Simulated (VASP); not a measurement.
BN (rocksalt type):

```xyz
2
Lattice="0.0000 2.1544 2.1544 2.1544 0.0000 2.1544 2.1544 2.1544 0.0000" Properties=species:S:1:pos:R:3 pbc="T T T"
B     0.0000    0.0000    0.0000
N     2.1544    2.1544    2.1544
```

| Property | Result |
| --- | --- |
| Program | VASP 6.6.1 |
| Task | relaxation of cell and atoms |
| Functional | PBEsol |
| Potentials or basis | VASP PAW PBE potentials, release 64 (B, N) |
| Cutoff | 600 eV |
| k mesh | 15 × 15 × 15 |
| Occupations | fermi-dirac, width 0.1 eV |
| Spin | no spin polarisation |

At the start: pressure -64.9 GPa; volume 10.00 Å³/atom.

How do energy, volume and symmetry change on relaxing?

Over 13 steps the energy falls by 1707.6 meV/atom and the volume is 5.29 Å³/atom (-47.1 %); space group Fm-3m (No. 225, to 0.05 Å).

The path:
```tsv
step	energy change (eV)	largest force (eV/Å)	pressure (GPa)	volume (Å³)
1	0.0000	0.0000	-64.85	20.00
2	-3.4122	0.0000	6.15	10.42
3	-3.4151	0.0000	0.17	10.57
4	-3.4127	0.0000	-5.37	10.73
5	-3.4131	0.0000	-4.96	10.71
6	-3.4140	0.0000	-3.60	10.68
7	-3.4141	0.0000	-3.57	10.67
8	-3.4142	0.0000	-3.42	10.67
9	-3.4143	0.0000	-3.14	10.66
10	-3.4146	0.0000	-2.54	10.65
11	-3.4150	0.0000	-1.36	10.62
12	-3.4151	0.0000	1.04	10.55
13	-3.4151	0.0000	-0.01	10.58
```

Final structure:
```
B N
1.0
     0.00000    1.74236    1.74236
     1.74236    0.00000    1.74236
     1.74236    1.74236    0.00000
B N
1 1
Direct
  0.00000 0.00000 0.00000
  0.50000 0.50000 0.50000
```

Caveat: the volume moved by over 15 % at a fixed basis, so the end points are rough; the PAW data sets were made with another functional, which shifts forces and pressure a little.
